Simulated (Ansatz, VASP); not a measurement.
# Two plane-wave programs on MgO

```
CELL_PARAMETERS angstrom
2.12694 2.12694 0.00000
-2.12694 2.12694 0.00000
0.00000 0.00000 4.25388
ATOMIC_POSITIONS crystal
Mg 0.00000 0.00000 0.00000
Mg 0.50000 0.50000 0.50000
O 0.50000 0.50000 0.00000
O 0.00000 0.00000 0.50000
```

Alike in both runs: task single point; functional PBE; k mesh 10 × 10 × 7; occupations fermi-dirac, width 0.02 eV; no spin polarisation.

|  | VASP | Ansatz |
| --- | --- | --- |
| version | VASP 6.6.1 | Ansatz 0.2.0 |
| potentials or method | VASP PAW PBE potentials, release 64 (Mg, O) | PAW with Ansatz's default frozen-core files, scalar-relativistic |
| plane-wave cutoff (eV) | 520 | 420 |
| valence electrons in the cell | 16 | 32 |

Ansatz gave:

```
gap on the k mesh at the Fermi level (eV) : 4.46
pressure (GPa)                            : 0.0
```

**Question.** Which values does VASP return?

**Answer.** gap on the k mesh at the Fermi level (eV): 4.44; pressure (GPa): -0.8.

VASP's potentials hold 16 valence electrons a cell and Ansatz's 32, so a difference there can come from the potentials and not from the codes.
